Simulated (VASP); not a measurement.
# GaCuSe2 (P-4m2) in VASP: settings compared

Aim: see how the results for GaCuSe2 move with the level of theory and the settings. Levels: PBEsol, LDA. Tasks: relaxation of cell and atoms.

Everything below comes from runs of VASP 6.6.1. Logs are shortened: lines on timing, memory, paths and dates and some standing lists are left out, and cuts for length are marked.

## Step 1: The cell of the first run

It takes space group P-4m2 (No. 115, tetragonal). Conventional cell: a = 3.991 Å, b = 3.991 Å, c = 5.689 Å, α = 90.00°, β = 90.00°, γ = 90.00°. Within 3.2 Å of Cu (site symmetry -4m2) lie 4 Se at 2.42 Å. Within 3.2 Å of Se (site symmetry 2mm) lie 2 Cu at 2.42 Å and 2 Ga at 2.48 Å. Ga (site symmetry -4m2) has 4 Se at 2.48 Å within 3.3 Å.

## Step 2: Relaxation of cell and atoms, PBEsol

The input, INCAR:

```
PREC = Accurate ; ENCUT = 600
EDIFF = 1E-6 ; ISMEAR = -1
SIGMA = 0.02 ; LREAL = F
LASPH = T ; NELM = 80
ALGO = Normal ; ISIF = 3
LWAVE = F ; LCHARG = F
GGA = PS ; IBRION = 2
NSW = 80 ; EDIFFG = -0.005
```

The input, KPOINTS:

```
Automatic mesh
0
Gamma
  6 6 4
```

The input, POSCAR:

```
GaCuSe2
1.0
    3.9913538121      0.0000000000      0.0000000000
    0.0000000000      3.9913538121      0.0000000000
    0.0000000000      0.0000000000      5.6893431965
Cu Se Ga
1 2 1
Direct
    0.0000000000      0.0000000000      0.0000000000
    0.0000000000      0.5000000000      0.2402926736
    0.5000000000      0.0000000000      0.7597073264
    0.5000000000      0.5000000000      0.5000000000
```

Potentials or basis: VASP PAW PBE potentials, release 64 (Cu, Se, Ga_d).

Started as:

```console
> cat potpaw_PBE.64/Cu/POTCAR potpaw_PBE.64/Se/POTCAR potpaw_PBE.64/Ga_d/POTCAR > POTCAR
> mpirun -np 1 vasp_std > vasp.out
```

OUTCAR:

```text
PREC = Accurate
   ENCUT = 600
   EDIFF = 1E-6
   ISMEAR = -1
   LREAL = F
   LASPH = T
   NELM = 80
   ISIF = 3
   GGA = PS
   IBRION = 2
   NSW = 80
   EDIFFG = -0.005

 ion  position               nearest neighbor table
   1  0.000  0.000  0.000-   2 2.42   3 2.42   2 2.42   3 2.42
   2  0.000  0.500  0.240-   1 2.42   1 2.42   4 2.48   4 2.48
   3  0.500  0.000  0.760-   1 2.42   1 2.42   4 2.48   4 2.48
   4  0.500  0.500  0.500-   2 2.48   3 2.48   3 2.48   2 2.48

  LATTYP: Found a simple tetragonal cell.
 ALAT       =     3.9913538121
 C/A-ratio  =     1.4254169047

  Lattice vectors:

 A1 = (   3.9913538121,   0.0000000000,   0.0000000000)
 A2 = (   0.0000000000,   3.9913538121,   0.0000000000)
 A3 = (   0.0000000000,   0.0000000000,   5.6893431965)

Analysis of symmetry for initial positions (statically):
=====================================================================
 Subroutine PRICEL returns:
 Original cell was already a primitive cell.

 Routine SETGRP: Setting up the symmetry group for a
 simple tetragonal supercell.

 Subroutine GETGRP returns: Found  8 space group operations
 (whereof  8 operations were pure point group operations)
 out of a pool of 16 trial point group operations.

The static configuration has the point symmetry D_2d.

Analysis of symmetry for dynamics (positions and initial velocities):
=====================================================================
 Subroutine PRICEL returns:
 Original cell was already a primitive cell.

 Routine SETGRP: Setting up the symmetry group for a
 simple tetragonal supercell.

 Subroutine GETGRP returns: Found  8 space group operations
 (whereof  8 operations were pure point group operations)
 out of a pool of 16 trial point group operations.

The dynamic configuration has the point symmetry D_2d.

 Subroutine INISYM returns: Found  8 space group operations
 (whereof  8 operations are pure point group operations),
 and found     1 'primitive' translations

----------------------------------------------------------------------------------------

                                     Primitive cell

  volume of cell :      90.6364

  direct lattice vectors                    reciprocal lattice vectors
     3.991353812  0.000000000  0.000000000     0.250541557  0.000000000  0.000000000
     0.000000000  3.991353812  0.000000000     0.000000000  0.250541557  0.000000000
     0.000000000  0.000000000  5.689343197     0.000000000  0.000000000  0.175767213

  length of vectors
     3.991353812  3.991353812  5.689343197     0.250541557  0.250541557  0.175767213

  position of ions in fractional coordinates (direct lattice)
     0.000000000  0.000000000  0.000000000
     0.000000000  0.500000000  0.240292674
     0.500000000  0.000000000  0.759707326
     0.500000000  0.500000000  0.500000000

  ion indices of the primitive-cell ions
   primitive index   ion index
                 1           1
                 2           2
                 3           3
                 4           4

----------------------------------------------------------------------------------------

 KPOINTS: Automatic mesh

Automatic generation of k-mesh.
 Grid dimensions read from file:
 generate k-points for:    6    6    4

 Generating k-lattice:

  Cartesian coordinates                     Fractional coordinates (reciprocal lattice)
     0.041756926  0.000000000  0.000000000     0.166666667  0.000000000  0.000000000
     0.000000000  0.041756926  0.000000000     0.000000000  0.166666667  0.000000000
     0.000000000  0.000000000  0.043941803     0.000000000  0.000000000  0.250000000

  Length of vectors
     0.041756926  0.041756926  0.043941803

  Shift w.r.t. Gamma in fractional coordinates (k-lattice)
     0.000000000  0.000000000  0.000000000

 Subroutine IBZKPT returns following result:
 ===========================================

 Found     30 irreducible k-points:

 Following reciprocal coordinates:
            Coordinates               Weight
  0.000000  0.000000  0.000000      1.000000
  0.166667  0.000000  0.000000      4.000000
  0.333333  0.000000  0.000000      4.000000
  0.500000  0.000000  0.000000      2.000000
  0.166667  0.166667  0.000000      4.000000
  0.333333  0.166667  0.000000      8.000000
[... 16 lines left out ...]
  0.333333  0.000000  0.500000      4.000000
  0.500000  0.000000  0.500000      2.000000
 [... further k-points ...]
   k-points           NKPTS =     30   k-points in BZ     NKDIM =     30   number of bands    NBANDS=     22
   number of dos      NEDOS =    301   number of ions     NIONS =      4
   total plane-waves  NPLWV =  49152
   dimension x,y,z NGX =    32 NGY =   32 NGZ =   48
   dimension x,y,z NGXF=    64 NGYF=   64 NGZF=   96
   ions per type =               1   2   1
   NGX,Y,Z   is equivalent  to a cutoff of  13.33, 13.33, 14.03 a.u.
   NGXF,Y,Z  is equivalent  to a cutoff of  26.66, 26.66, 28.05 a.u.
 SYSTEM =  unknown system
   PREC   = accura    normal or accurate (medium, high low for compatibility)
   ISTART =      0    job   : 0-new  1-cont  2-samecut
   ICHARG =      2    charge: 1-file 2-atom 10-const
   ISPIN  =      1    spin polarized calculation?
   LNONCOLLINEAR =      F non collinear calculations
   LSORBIT =      F    spin-orbit coupling
   LASPH  =      T    aspherical Exc in radial PAW
   ENCUT  =  600.0 eV  44.10 Ry    6.64 a.u.   7.97  7.97 11.36*2*pi/ulx,y,z
   NELM   =     80;   NELMIN=  2; NELMDL= -5     # of ELM steps
   EDIFF  = 0.1E-05   stopping-criterion for ELM
   LREAL  =      F    real-space projection
   EDIFFG = -.5E-02   stopping-criterion for IOM
   NSW    =     80    number of steps for IOM
   IBRION =      2    ionic relax: 0-MD 1-quasi-New 2-CG
   NFREE  =      1    steps in history (QN), initial steepest desc. (CG)
   ISIF   =      3    stress and relaxation
   ISYM   =      2    0-nonsym 1-usesym 2-fastsym
   POTIM  = 0.5000    time-step for ionic-motion
   TEBEG  =    0.0;   TEEND  =   0.0 temperature during run
   PSTRESS=    0.0 pullay stress
   NELECT =      36.0000    total number of electrons
   NUPDOWN=      -1.0000    fix difference up-down
   EMIN   =  10.00;   EMAX   =-10.00  energy-range for DOS
   EFERMI =   0.00;   METHOD = LEGACY
   ISMEAR =    -1;   SIGMA  =   0.02  broadening in eV -4-tet -1-fermi 0-gaus
   EFERMI_NEDOS =   21; number of points for ismear=-14 and -15
   IALGO  =     38    algorithm
   IMIX   =      4    mixing-type and parameters
     AMIX     =   0.40;   BMIX     =  1.00
     AMIX_MAG =   1.60;   BMIX_MAG =  1.00
  volume/ion in A,a.u.               =      22.66       152.91
  Fermi-wavevector in a.u.,A,eV,Ry     =   1.203395  2.274086 19.703400  1.448159
  Thomas-Fermi vector in A             =   2.339149
   LORBIT       =      0    0 simple, 1 ext, 2 COOP (PROOUT), +10 PAW based schemes
   GGA     = PS    functional components
   LHFCALC =     F    Hartree Fock is set to
   AEXX    =    0.0000 exact exchange contribution
   IVDW    =     0    specifies the selected vdW correction
   LEPSILON=     F    determine dielectric tensor
   LRPA    =     F    only Hartree local field effects (RPA)
 conjugate gradient relaxation of ions
 non-spin polarized calculation
  energy-cutoff  :      600.00
  volume of cell :       90.64
 maximum number of plane-waves:      3048
 NGX is ok and might be reduce to    32
   NGX = 15   NGY = 15   NGZ = 23

--------------------------------------- Ionic step        1  -------------------------------------------

 number of electron      36.0000007 magnetization

 Free energy of the ion-electron system (eV)
  ---------------------------------------------------
  ext. energy  EPLUGINS =         0.00000000
  ---------------------------------------------------
  free energy    TOTEN  =       -17.11316339 eV

  energy without entropy =      -17.11265818  energy(sigma->0) =      -17.11291079

------------------------ aborting loop because EDIFF is reached ----------------------------------------

  FORCE on cell =-STRESS in cart. coord.  units (eV):
  Direction    XX          YY          ZZ          XY          YZ          ZX
  --------------------------------------------------------------------------------------
  -------------------------------------------------------------------------------------
  Total       -1.7713840     -1.7713840     -1.8003246      0.0000000      0.0000000      0.0000000
  in kB      -31.3127139    -31.3127139    -31.8242963      0.0000000      0.0000000      0.0000000
  external PRESSURE =     -31.4832414 kB  Pullay stress =       0.0000000 kB
[... 95 lines left out ...]
  FREE ENERGIE OF THE ION-ELECTRON SYSTEM (eV)
  ---------------------------------------------------
  free  energy   TOTEN  =       -17.1586421489 eV

  energy  without entropy=      -17.1581682957  energy(sigma->0) =      -17.15840522

[... ionic steps 4 to 7 ...]

--------------------------------------- Ionic step        8  -------------------------------------------

 number of electron      36.0000004 magnetization

------------------------ aborting loop because EDIFF is reached ----------------------------------------

  FORCE on cell =-STRESS in cart. coord.  units (eV):
  Direction    XX          YY          ZZ          XY          YZ          ZX
  --------------------------------------------------------------------------------------
  -------------------------------------------------------------------------------------
  Total        0.0209237      0.0209237     -0.0101946      0.0000000      0.0000000      0.0000000
  in kB        0.3891014      0.3891014     -0.1895812      0.0000000      0.0000000      0.0000000
  external PRESSURE =       0.1962072 kB  Pullay stress =       0.0000000 kB
[... 61 lines left out ...]
  energy  without entropy=      -17.1585323594  energy(sigma->0) =      -17.15876793

--------------------------------------- Ionic step       10  -------------------------------------------

 number of electron      36.0000004 magnetization

 Free energy of the ion-electron system (eV)
  ---------------------------------------------------
  ext. energy  EPLUGINS =         0.00000000
  ---------------------------------------------------
  free energy    TOTEN  =       -17.15901144 eV

  energy without entropy =      -17.15854028  energy(sigma->0) =      -17.15877586

 E-fermi :   4.0866     XC(G=0):  -9.8812

 val. band max:        4.0842126041   @ k =   0.0000   0.0000   0.0000
 cond. band min:       4.3135100221   @ k =   0.5000   0.0000   0.5000
 fundamental gap:      0.2292974181
 Fermi energy:         4.0865952448

 k-point     1 :       0.0000    0.0000    0.0000
  band No.  band energies     occupation
      1     -11.5193      2.00000
      2     -11.3744      2.00000
      3     -11.3744      2.00000
      4     -11.3337      2.00000
      5     -11.2866      2.00000
      6     -10.6253      2.00000
[... 574 lines left out ...]
      6      -9.5821      2.00000
[... 14 lines left out ...]
     21       8.4568      0.00000
     22       8.5502      0.00000

 [... further k-points ...]
[... 5 lines left out ...]
  --------------------------------------------------------------------------------------
  -------------------------------------------------------------------------------------
  Total        0.0095066      0.0095066     -0.0194157      0.0000000      0.0000000      0.0000000
  in kB        0.1766858      0.1766858     -0.3608536      0.0000000      0.0000000      0.0000000
  external PRESSURE =      -0.0024940 kB  Pullay stress =       0.0000000 kB
[... 19 lines left out ...]
  FREE ENERGIE OF THE ION-ELECTRON SYSTEM (eV)
  ---------------------------------------------------
  free  energy   TOTEN  =       -17.1590114367 eV

  energy  without entropy=      -17.1585402770  energy(sigma->0) =      -17.15877586

 reached required accuracy - stopping structural energy minimisation
```

It took 5.4 min on 1 thread of Oxide Virtual Turin-like, shared host; peak memory 0.24 GiB.

What came out:

| Item | Value |
| --- | --- |
| Free energy | -17.1590 eV |
| Relaxed volume | 21.55 Å³/atom |
| Relaxed cell | a = 3.927 Å, b = 3.927 Å, c = 5.591 Å, α = 90.00°, β = 90.00°, γ = 90.00° |
| Space group after relaxing (to 0.05 Å) | P-4m2 (No. 115) |
| Energy gained by relaxing | 11.5 meV/atom |
| Ionic steps | 10 |
| Pressure after relaxing | 0.0 GPa |
| Band gap on the k mesh | zero (filled and empty bands touch) |

Step by step:
```tsv
step	energy change (eV)	largest force (eV/Å)	pressure (GPa)	volume (Å³)
1	0.0000	0.0455	-3.15	90.64
2	-0.0411	0.0659	0.92	84.92
3	-0.0455	0.0615	0.08	86.15
4	-0.0455	0.0613	-0.01	86.25
5	-0.0457	0.0312	-0.02	86.24
6	-0.0458	0.0014	-0.01	86.24
7	-0.0458	0.0011	-0.04	86.24
8	-0.0458	0.0023	0.02	86.16
9	-0.0458	0.0026	0.12	86.15
10	-0.0458	0.0016	0.00	86.21
```

Final structure:
```
CELL_PARAMETERS angstrom
3.92670 0.00000 0.00000
0.00000 3.92670 0.00000
0.00000 0.00000 5.59086
ATOMIC_POSITIONS crystal
Cu 0.00000 0.00000 0.00000
Se 0.00000 0.50000 0.23895
Se 0.50000 0.00000 0.76105
Ga 0.50000 0.50000 0.50000
```

Levels at points of the mesh, in eV from the Fermi level:
| k point | band 16 | band 17 | band 18 | band 19 | band 20 | band 21 |
| --- | --- | --- | --- | --- | --- | --- |
| (0.00, 0.00, 0.00) | -0.20 | -0.14 | 0.00 | 0.00 | 1.58 | 2.86 |
| (0.50, 0.00, 0.00) | -1.71 | -1.71 | -0.53 | 1.68 | 4.38 | 4.62 |
| (0.50, 0.50, 0.00) | -2.01 | -2.01 | -1.58 | 1.41 | 1.71 | 1.71 |
| (0.00, 0.00, 0.50) | -1.79 | -0.78 | -0.78 | 1.72 | 1.77 | 3.71 |
| (0.50, 0.00, 0.50) | -1.49 | -0.65 | -0.42 | 0.23 | 2.50 | 4.37 |
| (0.50, 0.50, 0.50) | -2.11 | -1.95 | -1.88 | 2.92 | 4.04 | 4.04 |

Caveat: the PAW data sets were made with another functional, which shifts forces and pressure a little. With open d or f shells a metallic result of PBEsol can be an artefact of self-interaction; +U or a hybrid may open a gap.

(Part 1 of 2 ends here.)
